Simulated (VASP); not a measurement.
# MoS2 in VASP: further runs, part 2 of 2

VASP 6.6.1. Earlier steps stand in the parts before.

### 3 Single point, PBEsol (atoms moved at random)

File INCAR:

```
SYSTEM = MoS2
ALGO = Normal ; EDIFF = 1E-6
ENCUT = 520 ; GGA = PS
ISIF = 2 ; ISMEAR = -1
LASPH = .TRUE. ; LCHARG = .TRUE.
LELF = .TRUE. ; LREAL = .FALSE.
LVHAR = .TRUE. ; LWAVE = .FALSE.
NBANDS = 20 ; NELM = 80
PREC = Accurate ; SIGMA = 0.05
```

File KPOINTS:

```
k-points
0
G
  10 10 2
  0 0 0
```

File POSCAR:

```
MoS2
1.0
    3.1841260822      0.0000000000      0.0000000000
   -1.5920630411      2.7575340760      0.0000000000
    0.0000000000      0.0000000000     17.3345999500
Mo S
1 2
Direct
    0.0028990000     -0.0138400000     -0.0004740000
    0.3313860000      0.6610750000      0.9105550000
    0.3217360000      0.6551810000      0.0895260000
```

Potentials or basis: VASP PAW PBE potentials, release 64 (Mo_sv, S).

Run with:

```
cat potpaw_PBE.64/Mo_sv/POTCAR potpaw_PBE.64/S/POTCAR > POTCAR
mpirun -np 1 vasp_std > vasp.out
```

OUTCAR:

```text
SYSTEM = MoS2
   EDIFF = 1E-6
   ENCUT = 520
   GGA = PS
   ISIF = 2
   ISMEAR = -1
   LASPH = .TRUE.
   LREAL = .FALSE.
   NELM = 80
   PREC = Accurate

 ion  position               nearest neighbor table
   1  0.003  0.986  1.000-   2 2.37   3 2.38   2 2.41   3 2.42   2 2.42   3 2.44
   2  0.331  0.661  0.911-   1 2.37   1 2.41   1 2.42
   3  0.322  0.655  0.090-   1 2.38   1 2.42   1 2.44

  LATTYP: Found a hexagonal cell.
 ALAT       =     3.1841260822
 C/A-ratio  =     5.4440683260

  Lattice vectors:

 A1 = (   3.1841260822,   0.0000000000,   0.0000000000)
 A2 = (  -1.5920630411,   2.7575340760,   0.0000000000)
 A3 = (   0.0000000000,   0.0000000000,  17.3345999500)

Analysis of symmetry for initial positions (statically):
=====================================================================
 Subroutine PRICEL returns:
 Original cell was already a primitive cell.

 Routine SETGRP: Setting up the symmetry group for a
 hexagonal supercell.

 Subroutine GETGRP returns: Found  1 space group operations
 (whereof  1 operations were pure point group operations)
[... 157 lines left out ...]
 Free energy of the ion-electron system (eV)
  ---------------------------------------------------
  ext. energy  EPLUGINS =         0.00000000
  ---------------------------------------------------
  free energy    TOTEN  =       -23.38690213 eV

  energy without entropy =      -23.38690212  energy(sigma->0) =      -23.38690213

 E-fermi :  -0.6021     XC(G=0):  -4.4100

 val. band max:       -1.4472724080   @ k =   0.0000   0.0000   0.0000
 cond. band min:       0.2853934179   @ k =  -0.3000  -0.4000   0.0000
 fundamental gap:      1.7326658259
 Fermi energy:        -0.6020956956

 k-point     1 :       0.0000    0.0000    0.0000
  band No.  band energies     occupation
      1     -62.2416      2.00000
      2     -36.4227      2.00000
      3     -36.2160      2.00000
      4     -36.2050      2.00000
      5     -15.5796      2.00000
      6     -14.2236      2.00000
[... 541 lines left out ...]
     19       5.5772      0.00000
     20       6.5121      0.00000

 [... further k-points ...]
[... 5 lines left out ...]
  --------------------------------------------------------------------------------------
  -------------------------------------------------------------------------------------
  Total       -1.2892768     -1.4702684     -0.3993779     -0.2343316      0.2135470      0.2795262
  in kB      -13.5716229    -15.4768379     -4.2040674     -2.4667011      2.2479113      2.9424437
  external PRESSURE =     -11.0841761 kB  Pullay stress =       0.0000000 kB

 VOLUME and BASIS-vectors are now :
 -----------------------------------------------------------------------------
  energy-cutoff  :      520.00
  volume of cell :      152.20
      direct lattice vectors                 reciprocal lattice vectors
     3.184126082  0.000000000  0.000000000     0.314057915  0.181321422  0.000000000
    -1.592063041  2.757534076  0.000000000     0.000000000  0.362642844  0.000000000
     0.000000000  0.000000000 17.334599950     0.000000000  0.000000000  0.057688092

 POSITION                                       TOTAL-FORCE (eV/Angst)
 -----------------------------------------------------------------------------------
     -1.56080      2.71937     17.32638        -0.782934      0.301267      0.256575
      0.00270      1.82294     15.78411         0.303624     -0.220255     -0.007998
     -0.01864      1.80668      1.55190         0.479310     -0.081012     -0.248576
 -----------------------------------------------------------------------------------
    total drift:                               -0.000077      0.000455      0.000022

  FREE ENERGIE OF THE ION-ELECTRON SYSTEM (eV)
  ---------------------------------------------------
  free  energy   TOTEN  =       -23.3869021278 eV

  energy  without entropy=      -23.3869021240  energy(sigma->0) =      -23.38690213
```

stdout:

```text
POSCAR found type information on POSCAR MoS
 POSCAR found :  2 types and       3 ions
 scaLAPACK will be used
 -----------------------------------------------------------------------------
|                                                                             |
|                                                                             |
|     You enforced a specific xc type in the INCAR file but a different       |
|     I HOPE YOU KNOW WHAT YOU ARE DOING!                                     |
|                                                                             |
 -----------------------------------------------------------------------------

 LDA part: xc-table for (Slater+PW92), standard interpolation
 POSCAR, INCAR and KPOINTS ok, starting setup
 FFT: planning ... GRIDC
 FFT: planning ... GRID_SOFT
 FFT: planning ... GRID
 WAVECAR not read
 entering main loop
```

It took 4.2 min on 1 thread of AMD EPYC 9R45 (Zen 5), shared host; peak memory 0.44 GiB.

Results:

| Property | Result |
| --- | --- |
| Free energy | -23.3869 eV |
| Largest force | 0.877 eV/Å |
| Band gap on the k mesh | 1.73 eV (least direct gap 1.92 eV) |

Forces in eV/Å, atoms in the order of the input:
```
Mo  -0.783  0.301  0.257
S    0.304 -0.220 -0.008
S    0.479 -0.081 -0.249
```

Caveat: the cell differs from its parent crystal (atoms moved at random); there is no dipole correction, which matters where the two faces differ; the PAW data sets were made with another functional, which shifts forces and pressure a little.
